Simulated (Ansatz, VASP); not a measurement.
# HfC in VASP and in Ansatz

The input POSCAR:

```
HfC
1.0
   -0.0116017146      2.3203429225      2.3203429225
    2.3087412079      0.0000000000      2.3087412079
    2.3203429225      2.3203429225     -0.0116017146
Hf C
1 1
Direct
    0.5000000000      0.5000000000      0.5000000000
    0.0000000000      0.0000000000      0.0000000000
```

Contents of INCAR.step1:

```
  PREC = Accurate
  ENCUT = 520
  ISMEAR = 0
  SIGMA = 0.05
  LREAL = False
  LASPH = True
  NELM = 60
  NBANDS = 14
  GGA = PE
  ALGO = Normal
  EDIFF = 1E-4
  LWAVE = True
  LCHARG = False
```

The input INCAR.step2:

```
  PREC = Accurate
  ENCUT = 520
  EDIFF = 1E-7
  ISMEAR = 0
  SIGMA = 0.05
  LREAL = False
  LASPH = True
  NELM = 60
  ALGO = Normal
  ISIF = 2
  LWAVE = False
  LCHARG = False
  METAGGA = R2SCAN
  LMIXTAU = True
  NBANDS = 14
  ISTART = 1
```

File KPOINTS:

```
regular mesh
0
Gamma
  12 12 12
```

Input for Ansatz:

```yaml
crystal:
  lattice:
    - [-0.0116017146, 2.3203429225, 2.3203429225]
    - [2.3087412079, 0.0, 2.3087412079]
    - [2.3203429225, 2.3203429225, -0.0116017146]
  atoms:
    - { symbol: Hf, position: [0.5, 0.5, 0.5] }
    - { symbol: C, position: [0.0, 0.0, 0.0] }
basis:
  ecutwfc: 500
  ecutrho_ratio: 4
kpoints:
  mp_grid: { grid: [12, 12, 12] }
hamiltonian:
  xc: r2scan
scf:
  occupations: { method: gaussian, width: 0.05 }
output:
  forces: true
  stress: true
  eigenvalues: true
```

Change from the starting cell: strain e5 = -0.01, atoms carried along.

Alike in both runs: task single point; functional r2SCAN; k mesh 12 × 12 × 12; occupations gaussian, width 0.05 eV; no spin polarisation.

```csv
,VASP,Ansatz
version,VASP 6.6.1,Ansatz 0.2.0
potentials or method,"VASP PAW PBE potentials, release 64 (Hf_pv, C), cutoff 520 eV","scalar-relativistic, plane waves, PAW"
valence electrons in the cell,14,30
```

```tsv
	VASP	Ansatz	Ansatz less VASP
gap on the k mesh at the Fermi level (eV)	none	none	-
pressure (GPa)	-1.1	0.0	+1.07
traceless stress, the component that is largest in VASP (GPa)	1.89	1.88	-0.011
```

VASP's potentials were made for PBE, not for r2SCAN. A gap of «none» marks a metal or a gap that the smearing closes. VASP's potentials hold 14 valence electrons a cell and Ansatz's 30, so a difference there can come from the potentials and not from the codes.

Spin-orbit coupling is off throughout.
